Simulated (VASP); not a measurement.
# ZnF2 (P4_2/mnm) in VASP: a series of runs

ZnF2 is run at these levels: r2SCAN; tasks: single point.

Everything below comes from runs of VASP 6.6.1. Logs are shortened: lines on timing, memory, paths and dates and some standing lists are left out, and cuts for length are marked.

### 1 The cell of the first run

It takes space group P4_2/mnm (No. 136, tetragonal). The conventional cell has a = 4.750 Å, b = 4.750 Å, c = 3.098 Å, α = 90.00°, β = 90.00°, γ = 90.00°. Zn (site symmetry mmm) has 6 F at 2.04 Å within 2.7 Å. F (site symmetry m2m) has 3 Zn at 2.04 Å and 1 F at 2.64 Å within 2.7 Å.

### 2 Single point, r2SCAN

Contents of POSCAR:

```
ZnF2
1.0
    4.7495314588      0.0000000000      0.0000000000
    0.0000000000      4.7495314588      0.0000000000
    0.0000000000      0.0000000000      3.0983224900
Zn F
2 4
Direct
    0.5000000000      0.5000000000      0.5000000000
    0.0000000000      0.0000000000      0.0000000000
    0.6967735411      0.6967735411      0.0000000000
    0.8032264589      0.1967735411      0.5000000000
    0.3032264589      0.3032264589      0.0000000000
    0.1967735411      0.8032264589      0.5000000000
```

Contents of INCAR.step1:

```
PREC = Accurate
ENCUT = 660
ISMEAR = 0
SIGMA = 0.02
LREAL = F
LASPH = T
NELM = 120
NBANDS = 35
GGA = PE
ALGO = Normal
EDIFF = 1E-5
LWAVE = T
LCHARG = F
GGA_COMPAT = F
```

Contents of INCAR.step2:

```
PREC = Accurate
ENCUT = 660
EDIFF = 1E-6
ISMEAR = 0
SIGMA = 0.02
LREAL = F
LASPH = T
NELM = 120
ALGO = Normal
ISIF = 2
LWAVE = F
LCHARG = F
METAGGA = R2SCAN
LMIXTAU = T
NBANDS = 35
ISTART = 1
GGA_COMPAT = F
```

Contents of KPOINTS:

```
regular mesh
0
Gamma
  6 6 8
```

Potentials or basis: VASP PAW PBE potentials, release 64 (Zn, F).

Command:

```
$ cat potpaw_PBE.64/Zn/POTCAR potpaw_PBE.64/F/POTCAR > POTCAR
$ cp INCAR.step1 INCAR
$ mpirun -np 1 vasp_std > vasp.out
$ cp INCAR.step2 INCAR
$ mpirun -np 1 vasp_std > vasp.out
```

OUTCAR:

```text
PREC = Accurate
   ENCUT = 660
   EDIFF = 1E-6
   ISMEAR = 0
   LREAL = F
   LASPH = T
   NELM = 120
   ISIF = 2
   METAGGA = R2SCAN
   ISTART = 1

 ion  position               nearest neighbor table
   1  0.500  0.500  0.500-   3 2.04   5 2.04   3 2.04   5 2.04   4 2.04   6 2.04
   2  0.000  0.000  0.000-   4 2.04   6 2.04   4 2.04   6 2.04   5 2.04   3 2.04
   3  0.697  0.697  0.000-   1 2.04   1 2.04   2 2.04
   4  0.803  0.197  0.500-   2 2.04   2 2.04   1 2.04
   5  0.303  0.303  0.000-   1 2.04   1 2.04   2 2.04
   6  0.197  0.803  0.500-   2 2.04   2 2.04   1 2.04

  LATTYP: Found a simple tetragonal cell.
 ALAT       =     4.7495314588
 C/A-ratio  =     0.6523427662

  Lattice vectors:

 A1 = (   4.7495314588,   0.0000000000,   0.0000000000)
 A2 = (   0.0000000000,   4.7495314588,   0.0000000000)
 A3 = (   0.0000000000,   0.0000000000,   3.0983224900)

Analysis of symmetry for initial positions (statically):
=====================================================================
 Subroutine PRICEL returns:
 Original cell was already a primitive cell.

 Routine SETGRP: Setting up the symmetry group for a
 simple tetragonal supercell.

 Subroutine GETGRP returns: Found 16 space group operations
 (whereof  8 operations were pure point group operations)
 out of a pool of 16 trial point group operations.

The static configuration has the point symmetry D_2h.
 The point group associated with its full space group is D_4h.

Analysis of symmetry for dynamics (positions and initial velocities):
=====================================================================
 Subroutine PRICEL returns:
 Original cell was already a primitive cell.

 Routine SETGRP: Setting up the symmetry group for a
 simple tetragonal supercell.

 Subroutine GETGRP returns: Found 16 space group operations
 (whereof  8 operations were pure point group operations)
 out of a pool of 16 trial point group operations.

The dynamic configuration has the point symmetry D_2h.
 The point group associated with its full space group is D_4h.

 Subroutine INISYM returns: Found 16 space group operations
 (whereof  8 operations are pure point group operations),
 and found     1 'primitive' translations

----------------------------------------------------------------------------------------

                                     Primitive cell

  volume of cell :      69.8921

  direct lattice vectors                    reciprocal lattice vectors
     4.749531459  0.000000000  0.000000000     0.210547084  0.000000000  0.000000000
     0.000000000  4.749531459  0.000000000     0.000000000  0.210547084  0.000000000
     0.000000000  0.000000000  3.098322490     0.000000000  0.000000000  0.322755298

  length of vectors
     4.749531459  4.749531459  3.098322490     0.210547084  0.210547084  0.322755298

  position of ions in fractional coordinates (direct lattice)
     0.500000000  0.500000000  0.500000000
     0.000000000  0.000000000  0.000000000
     0.696773541  0.696773541  0.000000000
     0.803226459  0.196773541  0.500000000
     0.303226459  0.303226459  0.000000000
     0.196773541  0.803226459  0.500000000

  ion indices of the primitive-cell ions
   primitive index   ion index
                 1           1
                 2           2
                 3           3
                 4           4
                 5           5
                 6           6

----------------------------------------------------------------------------------------

 KPOINTS: regular mesh

Automatic generation of k-mesh.
 Grid dimensions read from file:
 generate k-points for:    6    6    8

 Generating k-lattice:

  Cartesian coordinates                     Fractional coordinates (reciprocal lattice)
     0.035091181  0.000000000  0.000000000     0.166666667  0.000000000  0.000000000
     0.000000000  0.035091181  0.000000000     0.000000000  0.166666667  0.000000000
     0.000000000  0.000000000  0.040344412     0.000000000  0.000000000  0.125000000

  Length of vectors
     0.035091181  0.035091181  0.040344412

  Shift w.r.t. Gamma in fractional coordinates (k-lattice)
     0.000000000  0.000000000  0.000000000

 Subroutine IBZKPT returns following result:
 ===========================================

 Found     50 irreducible k-points:

 Following reciprocal coordinates:
            Coordinates               Weight
  0.000000  0.000000  0.000000      1.000000
  0.166667  0.000000  0.000000      4.000000
  0.333333  0.000000  0.000000      4.000000
  0.500000  0.000000  0.000000      2.000000
  0.166667  0.166667  0.000000      4.000000
  0.333333  0.166667  0.000000      8.000000
[... 16 lines left out ...]
  0.333333  0.000000  0.250000      8.000000
  0.500000  0.000000  0.250000      4.000000
 [... further k-points ...]
   k-points           NKPTS =     50   k-points in BZ     NKDIM =     50   number of bands    NBANDS=     35
   number of dos      NEDOS =    301   number of ions     NIONS =      6
   total plane-waves  NPLWV =  44800
   dimension x,y,z NGX =    40 NGY =   40 NGZ =   28
   dimension x,y,z NGXF=    80 NGYF=   80 NGZF=   56
   ions per type =               2   4
   NGX,Y,Z   is equivalent  to a cutoff of  14.00, 14.00, 15.02 a.u.
   NGXF,Y,Z  is equivalent  to a cutoff of  28.00, 28.00, 30.05 a.u.
 SYSTEM =  unknown system
   PREC   = accura    normal or accurate (medium, high low for compatibility)
   ISTART =      1    job   : 0-new  1-cont  2-samecut
   ICHARG =      0    charge: 1-file 2-atom 10-const
   ISPIN  =      1    spin polarized calculation?
   LNONCOLLINEAR =      F non collinear calculations
   LSORBIT =      F    spin-orbit coupling
   LASPH  =      T    aspherical Exc in radial PAW
   ENCUT  =  660.0 eV  48.51 Ry    6.96 a.u.   9.95  9.95  6.49*2*pi/ulx,y,z
   NELM   =    120;   NELMIN=  2; NELMDL=  0     # of ELM steps
   EDIFF  = 0.1E-05   stopping-criterion for ELM
   LREAL  =      F    real-space projection
[... 7 lines left out ...]
   TEBEG  =    0.0;   TEEND  =   0.0 temperature during run
   PSTRESS=    0.0 pullay stress
   NELECT =      52.0000    total number of electrons
   NUPDOWN=      -1.0000    fix difference up-down
   EMIN   =  10.00;   EMAX   =-10.00  energy-range for DOS
   EFERMI =   0.00;   METHOD = LEGACY
   ISMEAR =     0;   SIGMA  =   0.02  broadening in eV -4-tet -1-fermi 0-gaus
   EFERMI_NEDOS =   21; number of points for ismear=-14 and -15
   IALGO  =     38    algorithm
   IMIX   =      4    mixing-type and parameters
     AMIX     =   0.40;   BMIX     =  1.00
     AMIX_MAG =   1.60;   BMIX_MAG =  1.00
  volume/ion in A,a.u.               =      11.65        78.61
  Fermi-wavevector in a.u.,A,eV,Ry     =   1.483428  2.803273 29.940430  2.200560
  Thomas-Fermi vector in A             =   2.597091
   LORBIT       =      0    0 simple, 1 ext, 2 COOP (PROOUT), +10 PAW based schemes
   METAGGA = R2SCAN    functional components
   LHFCALC =     F    Hartree Fock is set to
   AEXX    =    0.0000 exact exchange contribution
   IVDW    =     0    specifies the selected vdW correction
   LEPSILON=     F    determine dielectric tensor
   LRPA    =     F    only Hartree local field effects (RPA)
 non-spin polarized calculation
 Gauss-broadening in eV      SIGMA  =   0.02
  energy-cutoff  :      660.00
  volume of cell :       69.89
 maximum number of plane-waves:      2720
 NGX is ok and might be reduce to    40
   NGX = 19   NGY = 19   NGZ = 13

 number of electron      52.0000005 magnetization

 Free energy of the ion-electron system (eV)
  ---------------------------------------------------
  ext. energy  EPLUGINS =         0.00000000
  ---------------------------------------------------
  free energy    TOTEN  =       -45.68351994 eV

  energy without entropy =      -45.68351994  energy(sigma->0) =      -45.68351994

 E-fermi :  -1.6077     XC(G=0): -10.9046

 val. band max:       -1.7547731740   @ k =   0.0000   0.0000   0.0000
 cond. band min:       2.4895672420   @ k =   0.0000   0.0000   0.0000
 fundamental gap:      4.2443404160
 Fermi energy:        -1.6076676043

 k-point     1 :       0.0000    0.0000    0.0000
  band No.  band energies     occupation
      1     -24.7834      2.00000
      2     -24.0717      2.00000
      3     -24.0717      2.00000
      4     -24.0294      2.00000
      5      -7.9455      2.00000
      6      -7.1165      2.00000
[... 27 lines left out ...]
     34      14.1988      0.00000
     35      14.1988      0.00000

 k-point     2 :       0.1667    0.0000    0.0000
  band No.  band energies     occupation
      1     -24.7442      2.00000
      2     -24.1571      2.00000
      3     -24.0627      2.00000
      4     -23.9970      2.00000
      5      -7.8168      2.00000
      6      -7.0757      2.00000
[... 27 lines left out ...]
     34      14.7058      0.00000
     35      14.7106      0.00000

 k-point     3 :       0.3333    0.0000    0.0000
  band No.  band energies     occupation
      1     -24.6344      2.00000
      2     -24.3060      2.00000
      3     -24.0392      2.00000
      4     -23.9910      2.00000
      5      -7.4761      2.00000
      6      -6.9979      2.00000
[... 27 lines left out ...]
     34      15.2399      0.00000
     35      15.6616      0.00000

 k-point     4 :       0.5000    0.0000    0.0000
  band No.  band energies     occupation
      1     -24.4771      2.00000
      2     -24.4771      2.00000
      3     -24.0106      2.00000
      4     -24.0106      2.00000
      5      -7.0988      2.00000
      6      -7.0988      2.00000
[... 27 lines left out ...]
     34      14.5903      0.00000
     35      16.3127      0.00000

 k-point     5 :       0.1667    0.1667    0.0000
  band No.  band energies     occupation
      1     -24.7072      2.00000
      2     -24.1877      2.00000
      3     -24.0812      2.00000
      4     -23.9892      2.00000
      5      -7.7366      2.00000
      6      -7.0237      2.00000
[... 638 lines left out ...]
 k-point    22 :       0.1667    0.0000    0.2500
  band No.  band energies     occupation
      1     -24.5679      2.00000
      2     -24.1226      2.00000
      3     -24.0421      2.00000
      4     -24.0182      2.00000
      5      -7.3754      2.00000
      6      -6.8715      2.00000
[... 27 lines left out ...]
     34      13.8609      0.00000
     35      13.9275      0.00000

 k-point    23 :       0.3333    0.0000    0.2500
  band No.  band energies     occupation
      1     -24.4816      2.00000
      2     -24.2308      2.00000
      3     -24.0315      2.00000
      4     -24.0115      2.00000
      5      -7.1202      2.00000
      6      -6.7079      2.00000
[... 27 lines left out ...]
     34      13.6838      0.00000
     35      14.1871      0.00000

 k-point    24 :       0.5000    0.0000    0.2500
  band No.  band energies     occupation
      1     -24.3599      2.00000
      2     -24.3599      2.00000
      3     -24.0190      2.00000
      4     -24.0190      2.00000
      5      -6.7894      2.00000
      6      -6.7894      2.00000
[... 27 lines left out ...]
     34      13.2629      0.00000
     35      15.4242      0.00000

 [... further k-points ...]
[... 5 lines left out ...]
  --------------------------------------------------------------------------------------
  -------------------------------------------------------------------------------------
  Total       -0.4968265     -0.4968265      0.2543127      0.0000000      0.0000000      0.0000000
  in kB      -11.3890417    -11.3890417      5.8297572      0.0000000      0.0000000      0.0000000
  external PRESSURE =      -5.6494421 kB  Pullay stress =       0.0000000 kB

 VOLUME and BASIS-vectors are now :
 -----------------------------------------------------------------------------
  energy-cutoff  :      660.00
  volume of cell :       69.89
      direct lattice vectors                 reciprocal lattice vectors
     4.749531459  0.000000000  0.000000000     0.210547084  0.000000000  0.000000000
     0.000000000  4.749531459  0.000000000     0.000000000  0.210547084  0.000000000
     0.000000000  0.000000000  3.098322490     0.000000000  0.000000000  0.322755298

 POSITION                                       TOTAL-FORCE (eV/Angst)
 -----------------------------------------------------------------------------------
      2.37477      2.37477      1.54916         0.000000      0.000000     -0.000000
      0.00000      0.00000      0.00000         0.000000      0.000000     -0.000000
      3.30935      3.30935      0.00000         0.015147      0.015147     -0.000000
      3.81495      0.93458      1.54916        -0.015147      0.015147     -0.000000
      1.44018      1.44018      0.00000        -0.015147     -0.015147      0.000000
      0.93458      3.81495      1.54916         0.015147     -0.015147     -0.000000
 -----------------------------------------------------------------------------------
    total drift:                                0.000000     -0.000000     -0.000000

  FREE ENERGIE OF THE ION-ELECTRON SYSTEM (eV)
  ---------------------------------------------------
  free  energy   TOTEN  =       -45.6835199405 eV

  energy  without entropy=      -45.6835199405  energy(sigma->0) =      -45.68351994
```

It took 12 min on 1 thread of Oxide Virtual Turin-like, shared host; peak memory 0.27 GiB.

What came out:

- Free energy: -45.6835 eV
- Pressure: -0.6 GPa
- Largest force: 0.021 eV/Å
- Band gap on the k mesh: 4.24 eV

Forces on the atoms (eV/Å):
```
Zn   0.000  0.000  0.000
Zn   0.000  0.000  0.000
F    0.015  0.015  0.000
F   -0.015  0.015  0.000
F   -0.015 -0.015  0.000
F    0.015 -0.015  0.000
```

Caveat: the PAW data sets were made with another functional, which shifts forces and pressure a little.

### 3 Single point, r2SCAN (biaxial strain in the a-b plane: +1.0 %)

Contents of POSCAR:

```
ZnF2
1.0
    4.7495314588      0.0000000000      0.0000000000
    0.0000000000      4.7495314588      0.0000000000
    0.0000000000      0.0000000000      3.1085861782
Zn F
2 4
Direct
    0.5000000000      0.5000000000      0.5000000000
    0.0000000000      0.0000000000      0.0000000000
    0.6968813135      0.6968813135      0.0000000000
    0.8031186865      0.1968813135      0.5000000000
    0.3031186865      0.3031186865      0.0000000000
    0.1968813135      0.8031186865      0.5000000000
```

Contents of INCAR.step1:

```
SYSTEM = ZnF2
PREC = Accurate ; ENCUT = 660
ISMEAR = 0 ; SIGMA = 0.02
LREAL = .False. ; LASPH = .True.
NELM = 120 ; NBANDS = 35
GGA = PE ; ALGO = Normal
EDIFF = 1E-5 ; LWAVE = .True.
LCHARG = .False. ; GGA_COMPAT = .False.
```

Contents of INCAR.step2:

```
SYSTEM = ZnF2
PREC = Accurate ; ENCUT = 660
EDIFF = 1E-6 ; ISMEAR = 0
SIGMA = 0.02 ; LREAL = .False.
LASPH = .True. ; NELM = 120
ALGO = Normal ; ISIF = 2
LWAVE = .False. ; LCHARG = .True.
METAGGA = R2SCAN ; LMIXTAU = .True.
LELF = .True. ; LVHAR = .True.
NBANDS = 35 ; ISTART = 1
GGA_COMPAT = .False.
```

Contents of KPOINTS:

```
regular mesh
0
Gamma
  6 6 8
  0 0 0
```

Potentials or basis: VASP PAW PBE potentials, release 64 (Zn, F).

Command:

```
$ cat potpaw_PBE.64/Zn/POTCAR potpaw_PBE.64/F/POTCAR > POTCAR
$ cp INCAR.step1 INCAR
$ mpirun -np 1 vasp_std > vasp.out
$ cp INCAR.step2 INCAR
$ mpirun -np 1 vasp_std > vasp.out
```

It took 11 min on 1 thread of Oxide Virtual Turin-like, shared host; peak memory 0.26 GiB.

It converged, with:

```yaml
Free_energy: -45.6846 eV
Pressure: -1.0 GPa
Largest_force: 0.005 eV/Å
Band_gap_on_the_k_mesh: 4.23 eV
```

Forces on the atoms (eV/Å):
```
Zn   0.000  0.000  0.000
Zn   0.000  0.000  0.000
F    0.004  0.004  0.000
F   -0.004  0.004  0.000
F   -0.004 -0.004  0.000
F    0.004 -0.004  0.000
```

Stress tensor (GPa, compression positive):
```
-1.47  0.00  0.00
 0.00 -1.47  0.00
 0.00  0.00 -0.18
```

Levels at points of the mesh, in eV from the valence-band top:
| k point | band 24 | band 25 | band 26 | band 27 | band 28 | band 29 |
| --- | --- | --- | --- | --- | --- | --- |
| (0.00, 0.00, 0.00) | -0.32 | -0.32 | 0.00 | 4.23 | 10.22 | 10.48 |
| (0.50, 0.00, 0.00) | -0.66 | -0.40 | -0.40 | 6.81 | 6.81 | 11.41 |
| (0.50, 0.50, 0.00) | -1.30 | -0.33 | -0.33 | 7.78 | 7.78 | 9.90 |
| (0.00, 0.00, 0.50) | -1.28 | -1.16 | -1.16 | 9.14 | 9.14 | 12.71 |
| (0.50, 0.00, 0.50) | -1.36 | -0.05 | -0.05 | 9.67 | 9.67 | 11.15 |
| (0.50, 0.50, 0.50) | -1.16 | -0.81 | -0.81 | 8.99 | 8.99 | 12.26 |

Caveat: the cell differs from its parent crystal (biaxial strain in the a-b plane: +1.0 %); the PAW data sets were made with another functional, which shifts forces and pressure a little. A k mesh can miss the band edges.
